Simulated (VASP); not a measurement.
## AlN (series): single point with PBE

Crystal: AlN (series).

```
Al N
1.0
     0.00000    2.18399    2.18399
     2.18399    0.00000    2.18399
     2.18399    2.18399    0.00000
Al N
1 1
Direct
  0.00000 0.00000 0.00000
  0.75000 0.75000 0.75000
```

| Property | Result |
| --- | --- |
| Program | VASP 6.6.1 |
| Task | single point |
| Functional | PBE |
| Potentials or basis | VASP PAW PBE potentials, release 64 (Al, N) |
| Cutoff | 600 eV |
| k mesh | 12 × 12 × 12 |
| Occupations | gaussian, width 0.02 eV |
| Spin | no spin polarisation |
| Dipole correction | no |
| Further INCAR settings | ALGO = Normal; EDIFF = 1e-06; NBANDS = 11 |

| Property | Result |
| --- | --- |
| Pressure | 4.5 GPa |
| Band gap on the k mesh | 3.32 eV, indirect (least direct gap 4.20 eV) |

Levels at points of the mesh, in eV from the valence-band top:
```
           k point  band 2  band 3  band 4  band 5  band 6  band 7
(0.00, 0.00, 0.00)    0.00    0.00    0.00    4.20   12.56   12.56
(0.50, 0.00, 0.00)   -5.85   -0.48   -0.48    7.38    9.87   11.15
(0.50, 0.50, 0.00)   -4.90   -1.77   -1.77    3.32    8.62   13.96
```

Run time: 28 s on 1 thread of AMD EPYC 7R13, with other jobs on the host, peak memory 0.13 GiB.

A k mesh can miss the band edges.
